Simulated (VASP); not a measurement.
# SnO2 (R-3m) in VASP: a series of runs

The runs below take SnO2 through single point, with LDA.

Everything below comes from runs of VASP 6.6.1. Logs are shortened: lines on timing, memory, paths and dates and some standing lists are left out, and cuts for length are marked.

## Step 1: The cell of the first run

It takes space group R-3m (No. 166, trigonal). Conventional cell: a = 3.414 Å, b = 3.414 Å, c = 12.923 Å, α = 90.00°, β = 90.00°, γ = 120.00°. Within 2.9 Å of Sn (site symmetry -3m) lie 6 O at 2.17 Å. Within 2.9 Å of O (site symmetry 3m) lie 3 Sn at 2.17 Å and 3 O at 2.68 Å.

## Step 2: Single point, LDA

File INCAR:

```
ALGO = Normal ; EDIFF = 1E-7
ENCUT = 520 ; GGA = CA
ISIF = 2 ; ISMEAR = 0
LASPH = True ; LCHARG = False
LREAL = False ; LWAVE = False
NBANDS = 20 ; NELM = 100
PREC = Accurate ; SIGMA = 0.05
```

File KPOINTS:

```
k-points
0
Gamma
  12 12 12
```

File POSCAR:

```
SnO2
1.0
    1.7071121059      0.9856016339      4.3076538790
   -1.7071121059      0.9856016339      4.3076538790
    0.0000000000     -1.9712032677      4.3076538790
Sn O
1 2
Direct
    0.5000000000      0.5000000000      0.5000000000
    0.2371700000      0.2371700000      0.2371700000
    0.7628300000      0.7628300000      0.7628300000
```

Potentials or basis: VASP PAW LDA potentials, release 64 (Sn_d, O).

On the command line:

```bash
cat potpaw_LDA.64/Sn_d/POTCAR potpaw_LDA.64/O/POTCAR > POTCAR
mpirun -np 1 vasp_std > vasp.out
```

OUTCAR:

```text
EDIFF = 1E-7
   ENCUT = 520
   GGA = CA
   ISIF = 2
   ISMEAR = 0
   LASPH = True
   LREAL = False
   NELM = 100
   PREC = Accurate

 ion  position               nearest neighbor table
   1  0.500  0.500  0.500-   2 2.17   3 2.17   2 2.17   2 2.17   3 2.17   3 2.17
   2  0.237  0.237  0.237-   1 2.17   1 2.17   1 2.17
   3  0.763  0.763  0.763-   1 2.17   1 2.17   1 2.17

  LATTYP: Found a trigonal (rhomboedric) cell.
 ALAT       =     4.7372485964
 COS(alpha) =     0.7402821923

  Lattice vectors:

 A1 = (   1.7071121059,   0.9856016339,   4.3076538790)
 A2 = (  -1.7071121059,   0.9856016339,   4.3076538790)
 A3 = (   0.0000000000,  -1.9712032677,   4.3076538790)

Analysis of symmetry for initial positions (statically):
=====================================================================
 Subroutine PRICEL returns:
 Original cell was already a primitive cell.

 Routine SETGRP: Setting up the symmetry group for a
 trigonal (rhombohedral) supercell.

 Subroutine GETGRP returns: Found 12 space group operations
 (whereof 12 operations were pure point group operations)
 out of a pool of 12 trial point group operations.

The static configuration has the point symmetry D_3d.

Analysis of symmetry for dynamics (positions and initial velocities):
=====================================================================
 Subroutine PRICEL returns:
 Original cell was already a primitive cell.

 Routine SETGRP: Setting up the symmetry group for a
 trigonal (rhombohedral) supercell.

 Subroutine GETGRP returns: Found 12 space group operations
 (whereof 12 operations were pure point group operations)
 out of a pool of 12 trial point group operations.

The dynamic configuration has the point symmetry D_3d.

 Subroutine INISYM returns: Found 12 space group operations
 (whereof 12 operations are pure point group operations),
 and found     1 'primitive' translations

----------------------------------------------------------------------------------------

                                     Primitive cell

  volume of cell :      43.4866

  direct lattice vectors                    reciprocal lattice vectors
[... 81 lines left out ...]
   ISTART =      0    job   : 0-new  1-cont  2-samecut
   ICHARG =      2    charge: 1-file 2-atom 10-const
   ISPIN  =      1    spin polarized calculation?
   LNONCOLLINEAR =      F non collinear calculations
   LSORBIT =      F    spin-orbit coupling
   LASPH  =      T    aspherical Exc in radial PAW
   ENCUT  =  520.0 eV  38.22 Ry    6.18 a.u.   8.81  8.81  8.81*2*pi/ulx,y,z
   NELM   =    100;   NELMIN=  2; NELMDL= -5     # of ELM steps
   EDIFF  = 0.1E-06   stopping-criterion for ELM
   LREAL  =      F    real-space projection
   EDIFFG = 0.1E-05   stopping-criterion for IOM
   NSW    =      0    number of steps for IOM
   IBRION =     -1    ionic relax: 0-MD 1-quasi-New 2-CG
   NFREE  =      0    steps in history (QN), initial steepest desc. (CG)
   ISIF   =      2    stress and relaxation
   ISYM   =      2    0-nonsym 1-usesym 2-fastsym
   POTIM  = 0.5000    time-step for ionic-motion
   TEBEG  =    0.0;   TEEND  =   0.0 temperature during run
   PSTRESS=    0.0 pullay stress
   NELECT =      26.0000    total number of electrons
   NUPDOWN=      -1.0000    fix difference up-down
   EMIN   =  10.00;   EMAX   =-10.00  energy-range for DOS
   EFERMI =   0.00;   METHOD = LEGACY
   ISMEAR =     0;   SIGMA  =   0.05  broadening in eV -4-tet -1-fermi 0-gaus
   EFERMI_NEDOS =   21; number of points for ismear=-14 and -15
   IALGO  =     38    algorithm
   IMIX   =      4    mixing-type and parameters
     AMIX     =   0.40;   BMIX     =  1.00
     AMIX_MAG =   1.60;   BMIX_MAG =  1.00
  volume/ion in A,a.u.               =      14.50        97.82
  Fermi-wavevector in a.u.,A,eV,Ry     =   1.379158  2.606231 25.879336  1.902078
  Thomas-Fermi vector in A             =   2.504154
   LORBIT       =      0    0 simple, 1 ext, 2 COOP (PROOUT), +10 PAW based schemes
   GGA     = CA    functional components
   LHFCALC =     F    Hartree Fock is set to
   AEXX    =    0.0000 exact exchange contribution
   IVDW    =     0    specifies the selected vdW correction
   LEPSILON=     F    determine dielectric tensor
   LRPA    =     F    only Hartree local field effects (RPA)
 non-spin polarized calculation
 Gauss-broadening in eV      SIGMA  =   0.05
  energy-cutoff  :      520.00
  volume of cell :       43.49
 maximum number of plane-waves:      1187
   NGX = 17   NGY = 17   NGZ = 17

 number of electron      26.0000007 magnetization

 Free energy of the ion-electron system (eV)
  ---------------------------------------------------
  ext. energy  EPLUGINS =         0.00000000
  ---------------------------------------------------
  free energy    TOTEN  =       -20.15439927 eV

  energy without entropy =      -20.15439927  energy(sigma->0) =      -20.15439927

 E-fermi :   3.7024     XC(G=0): -10.6978

 val. band max:        3.4210496742   @ k =  -0.0833   0.0833   0.0000
 cond. band min:       4.0245709155   @ k =   0.0000   0.0000   0.0000
 fundamental gap:      0.6035212412
 Fermi energy:         3.7023793129

 k-point     1 :       0.0000    0.0000    0.0000
  band No.  band energies     occupation
      1     -16.7733      2.00000
      2     -16.5588      2.00000
      3     -16.5588      2.00000
      4     -16.4468      2.00000
      5     -16.4468      2.00000
      6     -14.1573      2.00000
[... 541 lines left out ...]
     19      16.5627      0.00000
     20      16.8735      0.00000

 [... further k-points ...]

------------------------ aborting loop because EDIFF is reached ----------------------------------------

  FORCE on cell =-STRESS in cart. coord.  units (eV):
  Direction    XX          YY          ZZ          XY          YZ          ZX
  --------------------------------------------------------------------------------------
  -------------------------------------------------------------------------------------
  Total       -6.0659461     -6.0659461     -1.7485474     -0.0000000     -0.0000000     -0.0000000
  in kB     -223.4876979   -223.4876979    -64.4217453     -0.0000000     -0.0000000     -0.0000000
  external PRESSURE =    -170.4657137 kB  Pullay stress =       0.0000000 kB

 VOLUME and BASIS-vectors are now :
 -----------------------------------------------------------------------------
  energy-cutoff  :      520.00
  volume of cell :       43.49
      direct lattice vectors                 reciprocal lattice vectors
     1.707112106  0.985601634  4.307653879     0.292892305  0.169101451  0.077381643
    -1.707112106  0.985601634  4.307653879    -0.292892305  0.169101451  0.077381643
     0.000000000 -1.971203268  4.307653879     0.000000000 -0.338202903  0.077381643

 POSITION                                       TOTAL-FORCE (eV/Angst)
 -----------------------------------------------------------------------------------
      0.00000      0.00000      6.46148         0.000000      0.000000      0.000000
      0.00000      0.00000      3.06494        -0.000000     -0.000000     -0.251719
      0.00000      0.00000      9.85802        -0.000000      0.000000      0.251719
 -----------------------------------------------------------------------------------
    total drift:                                0.000000     -0.000000      0.000000

  FREE ENERGIE OF THE ION-ELECTRON SYSTEM (eV)
  ---------------------------------------------------
  free  energy   TOTEN  =       -20.1543992675 eV

  energy  without entropy=      -20.1543992675  energy(sigma->0) =      -20.15439927
```

stdout:

```text
POSCAR found type information on POSCAR SnO
 POSCAR found :  2 types and       3 ions
 scaLAPACK will be used
 LDA part: xc-table for (Slater(with rela. corr.)+CA(PZ))
 , standard interpolation
 POSCAR, INCAR and KPOINTS ok, starting setup
 FFT: planning ... GRIDC
 FFT: planning ... GRID_SOFT
 FFT: planning ... GRID
 WAVECAR not read
 entering main loop
```

Wall time 89 s (1 thread of Intel Xeon 6975P-C (Granite Rapids), shared host); peak memory 0.27 GiB.

Results:

```
Free energy            : -20.1544 eV
Pressure               : -17.0 GPa
Largest force          : 0.252 eV/Å
Band gap on the k mesh : 0.60 eV (least direct gap 0.66 eV)
```

Forces in eV/Å, atoms in the order of the input:
```
Sn   0.000  0.000  0.000
O    0.000  0.000 -0.252
O    0.000  0.000  0.252
```

Stress tensor (GPa, compression positive):
```
-22.35   0.00   0.00
  0.00 -22.35   0.00
  0.00   0.00  -6.44
```

Levels at points of the mesh, in eV from the valence-band top:
```csv
k point,band 9,band 10,band 11,band 12,band 13,band 14,band 15,band 16,band 17,band 18
"(0.00, 0.00, 0.00)",-1.53,-1.53,-1.42,-1.42,-0.05,0.60,4.92,9.34,9.34,11.41
"(0.50, 0.00, 0.00)",-3.82,-3.32,-1.40,-0.89,-0.83,4.37,7.09,8.43,11.82,12.15
"(0.50, 0.50, 0.00)",-4.26,-3.53,-0.71,-0.53,-0.07,3.99,5.94,9.85,9.86,11.90
"(0.50, 0.50, 0.50)",-1.76,-1.70,-1.70,-1.31,-1.31,2.46,5.15,9.75,9.75,13.28
```

Caveat: the cell stands under tension; spin-orbit coupling is left out, which moves the levels of the heavy elements.

## Step 3: Single point, LDA

This run uses another cell than the first one, of the same volume but with other edges.

File INCAR:

```
SYSTEM = SnO2
PREC = Accurate
ENCUT = 520
EDIFF = 1E-6
ISMEAR = 0
SIGMA = 0.05
LREAL = .FALSE.
LASPH = .TRUE.
NELM = 100
ALGO = Normal
ISIF = 2
LWAVE = .FALSE.
LCHARG = .TRUE.
LELF = .TRUE.
LVHAR = .TRUE.
NBANDS = 20
```

File KPOINTS:

```
Automatic mesh
0
G
  12 12 12
  0 0 0
```

File POSCAR:

```
SnO2
1.0
    1.5217428458      0.8785786417      5.4210366978
   -1.5217428458      0.8785786417      5.4210366978
    0.0000000000     -1.7571572834      5.4210366978
Sn O
1 2
Direct
    0.5000000000      0.5000000000      0.5000000000
    0.2371700000      0.2371700000      0.2371700000
    0.7628300000      0.7628300000      0.7628300000
```

Potentials or basis: VASP PAW LDA potentials, release 64 (Sn_d, O).

On the command line:

```bash
cat potpaw_LDA.64/Sn_d/POTCAR potpaw_LDA.64/O/POTCAR > POTCAR
mpirun -np 1 vasp_std > vasp.out
```

OUTCAR:

```text
SYSTEM = SnO2
   PREC = Accurate
   ENCUT = 520
   EDIFF = 1E-6
   ISMEAR = 0
   LREAL = .FALSE.
   LASPH = .TRUE.
   NELM = 100
   ISIF = 2

 ion  position               nearest neighbor table
   1  0.500  0.500  0.500-   2 2.10   2 2.10   3 2.10   3 2.10   2 2.10   3 2.10
   2  0.237  0.237  0.237-   1 2.10   1 2.10   1 2.10
   3  0.763  0.763  0.763-   1 2.10   1 2.10   1 2.10

  LATTYP: Found a trigonal (rhomboedric) cell.
 ALAT       =     5.6987051685
 COS(alpha) =     0.8573866585

  Lattice vectors:

 A1 = (   1.5217428458,   0.8785786417,   5.4210366978)
 A2 = (  -1.5217428458,   0.8785786417,   5.4210366978)
 A3 = (   0.0000000000,  -1.7571572834,   5.4210366978)

Analysis of symmetry for initial positions (statically):
=====================================================================
 Subroutine PRICEL returns:
 Original cell was already a primitive cell.

 Routine SETGRP: Setting up the symmetry group for a
 trigonal (rhombohedral) supercell.

 Subroutine GETGRP returns: Found 12 space group operations
 (whereof 12 operations were pure point group operations)
 out of a pool of 12 trial point group operations.

The static configuration has the point symmetry D_3d.
[... 162 lines left out ...]

 E-fermi :   2.6555     XC(G=0): -10.3997

 val. band max:        2.4449481891   @ k =  -0.1667   0.2500   0.0833
 cond. band min:       5.2262084229   @ k =   0.0000   0.0000   0.0000
 fundamental gap:      2.7812602338
 Fermi energy:         2.6555357520

 k-point     1 :       0.0000    0.0000    0.0000
  band No.  band energies     occupation
      1     -17.1751      2.00000
      2     -17.0857      2.00000
      3     -17.0857      2.00000
      4     -16.7301      2.00000
      5     -16.7301      2.00000
      6     -15.4639      2.00000
[... 541 lines left out ...]
     19      15.6490      0.00000
     20      17.2711      0.00000

 [... further k-points ...]

------------------------ aborting loop because EDIFF is reached ----------------------------------------

  FORCE on cell =-STRESS in cart. coord.  units (eV):
  Direction    XX          YY          ZZ          XY          YZ          ZX
  --------------------------------------------------------------------------------------
  -------------------------------------------------------------------------------------
  Total        2.5551317      2.5551317     -3.4436698      0.0000000     -0.0000000      0.0000000
  in kB       94.1387382     94.1387382   -126.8751513      0.0000000     -0.0000000      0.0000000
  external PRESSURE =      20.4674417 kB  Pullay stress =       0.0000000 kB

 VOLUME and BASIS-vectors are now :
 -----------------------------------------------------------------------------
  energy-cutoff  :      520.00
  volume of cell :       43.49
      direct lattice vectors                 reciprocal lattice vectors
     1.521742846  0.878578642  5.421036698     0.328570626  0.189700340  0.061488854
    -1.521742846  0.878578642  5.421036698    -0.328570626  0.189700340  0.061488854
     0.000000000 -1.757157283  5.421036698     0.000000000 -0.379400679  0.061488854

 POSITION                                       TOTAL-FORCE (eV/Angst)
 -----------------------------------------------------------------------------------
      0.00000      0.00000      8.13156        -0.000000     -0.000000      0.000000
      0.00000      0.00000      3.85712         0.000000      0.000000     -1.328250
      0.00000      0.00000     12.40599         0.000000     -0.000000      1.328250
 -----------------------------------------------------------------------------------
    total drift:                                0.000000      0.000000     -0.000000

  FREE ENERGIE OF THE ION-ELECTRON SYSTEM (eV)
  ---------------------------------------------------
  free  energy   TOTEN  =       -20.1271509877 eV

  energy  without entropy=      -20.1271509877  energy(sigma->0) =      -20.12715099
```

It took 2.8 min on 1 thread of Intel Xeon 6975P-C (Granite Rapids), shared host; peak memory 0.31 GiB.

What came out:

```yaml
Free_energy: -20.1272 eV
Pressure: 2.0 GPa
Largest_force: 1.328 eV/Å
Band_gap_on_the_k_mesh: 2.78 eV (least direct gap 3.01 eV)
```

Forces on the atoms (eV/Å):
```
Sn   0.000  0.000  0.000
O    0.000  0.000 -1.328
O    0.000  0.000  1.328
```

Levels at points of the mesh, in eV from the valence-band top:
```csv
k point,band 10,band 11,band 12,band 13,band 14,band 15,band 16,band 17
"(0.00, 0.00, 0.00)",-0.79,-0.36,-0.22,-0.22,2.78,6.24,11.12,12.57
"(0.50, 0.00, 0.00)",-2.34,-1.69,-0.32,-0.26,5.79,7.30,11.34,11.85
"(0.50, 0.50, 0.00)",-2.37,-1.57,-0.21,-0.02,5.56,6.85,11.41,11.71
"(0.50, 0.50, 0.50)",-0.81,-0.81,-0.21,-0.21,3.62,6.10,10.98,12.63
```

Caveat: spin-orbit coupling is left out, which moves the levels of the heavy elements; forces of over 1 eV/Å act on the atoms, so gaps and moduli don't describe the material at rest. A k mesh can miss the band edges.

(Part 1 of 2 ends here.)
